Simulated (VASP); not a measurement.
# Mg6O5 (a cell with a defect) in VASP: a series of runs

Mg6O5 (a cell with a defect) is run at these levels: PBEsol; tasks: single point.

Everything below comes from runs of VASP 6.6.1. Logs are shortened: lines on timing, memory, paths and dates and some standing lists are left out, and cuts for length are marked.

### Step 1. The cell of the first run

The cell holds a defect, 11 atoms: a = 5.591 Å, b = 5.591 Å, c = 5.591 Å, α = 90.00°, β = 90.00°, γ = 90.00°.

### Step 2. Single point, PBEsol

Contents of INCAR:

```
PREC     = Accurate       # precision mode
ENCUT    = 620            # plane-wave cutoff, eV
EDIFF    = 1E-6           # SCF threshold, eV
ISMEAR   = 0              # smearing method
SIGMA    = 0.05           # smearing width, eV
LREAL    = F              # projectors in reciprocal space
LASPH    = T              # aspherical terms in the spheres
NELM     = 120            # most SCF steps
ALGO     = Normal         # electronic algorithm
ISIF     = 2              # what is computed and relaxed
LWAVE    = F              # write WAVECAR
LCHARG   = T              # write CHGCAR
GGA      = PS             # functional
LELF     = T              # ELF
LVHAR    = T            
NBANDS   = 56             # bands
GGA_COMPAT= F
```

Contents of KPOINTS:

```
Automatic mesh
0
Gamma
  4 4 4
```

Contents of POSCAR:

```
Mg6O5
1.0
    5.5908553621      0.0000000000      0.0000000000
    0.0000000000      5.5908553621      0.0000000000
    0.0000000000      0.0000000000      5.5908553621
Mg O
6 5
Direct
    0.2500000000      0.0000000000      0.5000000000
    0.0000000000      0.5000000000      0.2500000000
    0.5000000000      0.7500000000      0.0000000000
    0.7500000000      0.0000000000      0.5000000000
    0.0000000000      0.5000000000      0.7500000000
    0.5000000000      0.2500000000      0.0000000000
    0.5000000000      0.0000000000      0.2500000000
    0.0000000000      0.7500000000      0.5000000000
    1.0000000000      0.4060966586      0.0000000000
    0.5000000000      0.0000000000      0.7500000000
    0.0000000000      0.2500000000      0.5000000000
```

Potentials or basis: VASP PAW PBE potentials, release 64 (Mg_sv, O).

Run with:

```bash
cat potpaw_PBE.64/Mg_sv/POTCAR potpaw_PBE.64/O/POTCAR > POTCAR
mpirun -np 1 vasp_std > vasp.out
```

OUTCAR:

```text
PREC = Accurate
   ENCUT = 620
   EDIFF = 1E-6
   ISMEAR = 0
   LREAL = F
   LASPH = T
   NELM = 120
   ISIF = 2
   GGA = PS

 ion  position               nearest neighbor table
   1  0.250  0.000  0.500-   7 1.98   8 1.98  10 1.98  11 1.98
   2  0.000  0.500  0.250-   9 1.49   8 1.98  11 1.98
   3  0.500  0.750  0.000-   7 1.98  10 1.98
   4  0.750  0.000  0.500-   7 1.98   8 1.98  10 1.98  11 1.98
   5  0.000  0.500  0.750-   9 1.49   8 1.98  11 1.98
   6  0.500  0.250  0.000-   7 1.98  10 1.98
   7  0.500  0.000  0.250-   1 1.98   3 1.98   4 1.98   6 1.98
   8  0.000  0.750  0.500-   1 1.98   2 1.98   4 1.98   5 1.98
   9  0.000  0.406  0.000-   2 1.49   5 1.49
  10  0.500  0.000  0.750-   1 1.98   3 1.98   4 1.98   6 1.98
  11  0.000  0.250  0.500-   1 1.98   2 1.98   4 1.98   5 1.98

  LATTYP: Found a simple cubic cell.
 ALAT       =     5.5908553621

  Lattice vectors:

 A1 = (   5.5908553621,   0.0000000000,   0.0000000000)
 A2 = (   0.0000000000,   5.5908553621,   0.0000000000)
 A3 = (   0.0000000000,   0.0000000000,   5.5908553621)

Analysis of symmetry for initial positions (statically):
=====================================================================
 Subroutine PRICEL returns:
 Original cell was already a primitive cell.

 Routine SETGRP: Setting up the symmetry group for a
 simple cubic supercell.

 Subroutine GETGRP returns: Found  4 space group operations
 (whereof  4 operations were pure point group operations)
 out of a pool of 48 trial point group operations.

The static configuration has the point symmetry C_2v.

Analysis of symmetry for dynamics (positions and initial velocities):
=====================================================================
 Subroutine PRICEL returns:
 Original cell was already a primitive cell.

 Routine SETGRP: Setting up the symmetry group for a
 simple cubic supercell.

 Subroutine GETGRP returns: Found  4 space group operations
 (whereof  4 operations were pure point group operations)
 out of a pool of 48 trial point group operations.

The dynamic configuration has the point symmetry C_2v.

 Subroutine INISYM returns: Found  4 space group operations
 (whereof  4 operations are pure point group operations),
 and found     1 'primitive' translations

----------------------------------------------------------------------------------------

                                     Primitive cell

  volume of cell :     174.7571

  direct lattice vectors                    reciprocal lattice vectors
     5.590855362  0.000000000  0.000000000     0.178863508  0.000000000  0.000000000
     0.000000000  5.590855362  0.000000000     0.000000000  0.178863508  0.000000000
     0.000000000  0.000000000  5.590855362     0.000000000  0.000000000  0.178863508

  length of vectors
     5.590855362  5.590855362  5.590855362     0.178863508  0.178863508  0.178863508

  position of ions in fractional coordinates (direct lattice)
     0.250000000  0.000000000  0.500000000
     0.000000000  0.500000000  0.250000000
     0.500000000  0.750000000  0.000000000
     0.750000000  0.000000000  0.500000000
     0.000000000  0.500000000  0.750000000
     0.500000000  0.250000000  0.000000000
     0.500000000  0.000000000  0.250000000
     0.000000000  0.750000000  0.500000000
     0.000000000  0.406096659  0.000000000
     0.500000000  0.000000000  0.750000000
     0.000000000  0.250000000  0.500000000

  ion indices of the primitive-cell ions
   primitive index   ion index
                 1           1
                 2           2
                 3           3
                 4           4
                 5           5
                 6           6
                 7           7
                 8           8
                 9           9
                10          10
                11          11

----------------------------------------------------------------------------------------

 KPOINTS: Automatic mesh

Automatic generation of k-mesh.
 Grid dimensions read from file:
 generate k-points for:    4    4    4

 Generating k-lattice:

  Cartesian coordinates                     Fractional coordinates (reciprocal lattice)
     0.044715877  0.000000000  0.000000000     0.250000000  0.000000000  0.000000000
     0.000000000  0.044715877  0.000000000     0.000000000  0.250000000  0.000000000
     0.000000000  0.000000000  0.044715877     0.000000000  0.000000000  0.250000000

  Length of vectors
     0.044715877  0.044715877  0.044715877

  Shift w.r.t. Gamma in fractional coordinates (k-lattice)
     0.000000000  0.000000000  0.000000000

 Subroutine IBZKPT returns following result:
 ===========================================

 Found     27 irreducible k-points:

 Following reciprocal coordinates:
            Coordinates               Weight
  0.000000  0.000000  0.000000      1.000000
  0.250000  0.000000  0.000000      2.000000
  0.000000  0.250000  0.000000      2.000000
  0.000000  0.000000  0.250000      2.000000
  0.500000  0.000000  0.000000      1.000000
  0.000000  0.500000  0.000000      1.000000
[... 16 lines left out ...]
  0.250000  0.250000  0.500000      4.000000
  0.500000  0.500000  0.250000      2.000000
 [... further k-points ...]
   k-points           NKPTS =     27   k-points in BZ     NKDIM =     27   number of bands    NBANDS=     56
   number of dos      NEDOS =    301   number of ions     NIONS =     11
   total plane-waves  NPLWV = 110592
   dimension x,y,z NGX =    48 NGY =   48 NGZ =   48
   dimension x,y,z NGXF=    96 NGYF=   96 NGZF=   96
   ions per type =               6   5
   NGX,Y,Z   is equivalent  to a cutoff of  14.27, 14.27, 14.27 a.u.
   NGXF,Y,Z  is equivalent  to a cutoff of  28.55, 28.55, 28.55 a.u.
 SYSTEM =  unknown system
   PREC   = accura    normal or accurate (medium, high low for compatibility)
   ISTART =      0    job   : 0-new  1-cont  2-samecut
   ICHARG =      2    charge: 1-file 2-atom 10-const
   ISPIN  =      1    spin polarized calculation?
   LNONCOLLINEAR =      F non collinear calculations
   LSORBIT =      F    spin-orbit coupling
   LASPH  =      T    aspherical Exc in radial PAW
   ENCUT  =  620.0 eV  45.57 Ry    6.75 a.u.  11.35 11.35 11.35*2*pi/ulx,y,z
   NELM   =    120;   NELMIN=  2; NELMDL= -5     # of ELM steps
   EDIFF  = 0.1E-05   stopping-criterion for ELM
   LREAL  =      F    real-space projection
   EDIFFG = 0.1E-04   stopping-criterion for IOM
   NSW    =      0    number of steps for IOM
   IBRION =     -1    ionic relax: 0-MD 1-quasi-New 2-CG
   NFREE  =      0    steps in history (QN), initial steepest desc. (CG)
   ISIF   =      2    stress and relaxation
   ISYM   =      2    0-nonsym 1-usesym 2-fastsym
   POTIM  = 0.5000    time-step for ionic-motion
   TEBEG  =    0.0;   TEEND  =   0.0 temperature during run
   PSTRESS=    0.0 pullay stress
   NELECT =      90.0000    total number of electrons
   NUPDOWN=      -1.0000    fix difference up-down
   EMIN   =  10.00;   EMAX   =-10.00  energy-range for DOS
   EFERMI =   0.00;   METHOD = LEGACY
   ISMEAR =     0;   SIGMA  =   0.05  broadening in eV -4-tet -1-fermi 0-gaus
   EFERMI_NEDOS =   21; number of points for ismear=-14 and -15
   IALGO  =     38    algorithm
   IMIX   =      4    mixing-type and parameters
     AMIX     =   0.40;   BMIX     =  1.00
     AMIX_MAG =   1.60;   BMIX_MAG =  1.00
  volume/ion in A,a.u.               =      15.89       107.21
  Fermi-wavevector in a.u.,A,eV,Ry     =   1.312232  2.479760 23.428603  1.721954
  Thomas-Fermi vector in A             =   2.442639
   LORBIT       =      0    0 simple, 1 ext, 2 COOP (PROOUT), +10 PAW based schemes
   GGA     = PS    functional components
   LHFCALC =     F    Hartree Fock is set to
   AEXX    =    0.0000 exact exchange contribution
   IVDW    =     0    specifies the selected vdW correction
   LEPSILON=     F    determine dielectric tensor
   LRPA    =     F    only Hartree local field effects (RPA)
 non-spin polarized calculation
 Gauss-broadening in eV      SIGMA  =   0.05
  energy-cutoff  :      620.00
  volume of cell :      174.76
 maximum number of plane-waves:      6158
 NGX is ok and might be reduce to    48
   NGX = 23   NGY = 23   NGZ = 23

 number of electron      89.9999905 magnetization

 Free energy of the ion-electron system (eV)
  ---------------------------------------------------
  ext. energy  EPLUGINS =         0.00000000
  ---------------------------------------------------
  free energy    TOTEN  =       -55.16168824 eV

  energy without entropy =      -55.16168806  energy(sigma->0) =      -55.16168815

 E-fermi :   2.2562     XC(G=0):  -8.7672

 val. band max:        2.1106327940   @ k =   0.5000   0.5000   0.5000
 cond. band min:       2.4018561702   @ k =   0.0000   0.0000   0.5000
 fundamental gap:      0.2912233761
 Fermi energy:         2.2562456605

 k-point     1 :       0.0000    0.0000    0.0000
  band No.  band energies     occupation
      1     -73.0177      2.00000
      2     -72.9018      2.00000
      3     -72.0454      2.00000
      4     -72.0382      2.00000
      5     -71.5411      2.00000
      6     -71.5315      2.00000
[... 48 lines left out ...]
     55       8.6210      0.00000
     56       8.8430      0.00000

 k-point     2 :       0.2500    0.0000    0.0000
  band No.  band energies     occupation
      1     -73.0178      2.00000
      2     -72.9018      2.00000
      3     -72.0444      2.00000
      4     -72.0394      2.00000
      5     -71.5412      2.00000
      6     -71.5315      2.00000
[... 48 lines left out ...]
     55       8.6850      0.00000
     56       8.8265      0.00000
[... 1237 lines left out ...]
     55       9.4617      0.00000
     56       9.7013      0.00000

 k-point    24 :       0.5000    0.5000    0.2500
  band No.  band energies     occupation
      1     -73.0177      2.00000
      2     -72.9019      2.00000
      3     -72.0419      2.00000
      4     -72.0419      2.00000
      5     -71.5398      2.00000
      6     -71.5328      2.00000
[... 48 lines left out ...]
     55       9.9862      0.00000
     56      10.2200      0.00000

 [... further k-points ...]

------------------------ aborting loop because EDIFF is reached ----------------------------------------

  FORCE on cell =-STRESS in cart. coord.  units (eV):
  Direction    XX          YY          ZZ          XY          YZ          ZX
  --------------------------------------------------------------------------------------
  -------------------------------------------------------------------------------------
  Total       -1.3434879      6.6846764     40.7752856      0.0000000      0.0000000      0.0000000
  in kB      -12.3171314     61.2852835    373.8288572      0.0000000      0.0000000      0.0000000
  external PRESSURE =     140.9323364 kB  Pullay stress =       0.0000000 kB

 VOLUME and BASIS-vectors are now :
 -----------------------------------------------------------------------------
  energy-cutoff  :      620.00
  volume of cell :      174.76
      direct lattice vectors                 reciprocal lattice vectors
     5.590855362  0.000000000  0.000000000     0.178863508  0.000000000  0.000000000
     0.000000000  5.590855362  0.000000000     0.000000000  0.178863508  0.000000000
     0.000000000  0.000000000  5.590855362     0.000000000  0.000000000  0.178863508

 POSITION                                       TOTAL-FORCE (eV/Angst)
 -----------------------------------------------------------------------------------
      1.39771      0.00000      2.79543        -0.190176      0.262121     -0.000000
      0.00000      2.79543      1.39771         0.000000      4.315009     14.230943
      2.79543      4.19314      0.00000         0.000000      0.790653     -0.000000
      4.19314      0.00000      2.79543         0.190176      0.262121     -0.000000
      0.00000      2.79543      4.19314         0.000000      4.315009    -14.230943
      2.79543      1.39771      0.00000         0.000000     -0.420932     -0.000000
      2.79543      0.00000      1.39771         0.000000     -0.006398     -0.208462
      0.00000      4.19314      2.79543         0.000000      0.031677     -0.000000
      0.00000      2.27043      0.00000         0.000000     -9.543050     -0.000000
      2.79543      0.00000      4.19314         0.000000     -0.006398      0.208462
      0.00000      1.39771      2.79543         0.000000      0.000189     -0.000000
 -----------------------------------------------------------------------------------
    total drift:                                0.000000     -0.000763      0.000000

  FREE ENERGIE OF THE ION-ELECTRON SYSTEM (eV)
  ---------------------------------------------------
  free  energy   TOTEN  =       -55.1616882393 eV

  energy  without entropy=      -55.1616880565  energy(sigma->0) =      -55.16168815
```

Run time: 4.9 min. Hardware: 1 thread of Intel Xeon Platinum 8488C (Sapphire Rapids), shared host; peak memory 0.47 GiB.

Results:

```yaml
Free_energy: -55.1617 eV
Pressure: 14.1 GPa
Largest_force: 14.871 eV/Å
Band_gap_on_the_k_mesh: 0.29 eV
```

Forces on the atoms (eV/Å):
```
Mg   -0.190   0.262   0.000
Mg    0.000   4.315  14.231
Mg    0.000   0.791   0.000
Mg    0.190   0.262   0.000
Mg    0.000   4.315 -14.231
Mg    0.000  -0.421   0.000
O     0.000  -0.006  -0.208
O     0.000   0.032   0.000
O     0.000  -9.543   0.000
O     0.000  -0.006   0.208
O     0.000   0.000   0.000
```

Stress tensor (GPa, compression positive):
```
-1.23  0.00  0.00
 0.00  6.13  0.00
 0.00  0.00 37.38
```

Caveat: the cell differs from its parent crystal (atoms taken out, atom 9 moved 0.500 of the way to it and -0.525 Å across, host rigid); the PAW data sets were made with another functional, which shifts forces and pressure a little.

[end of part 1 of 3]
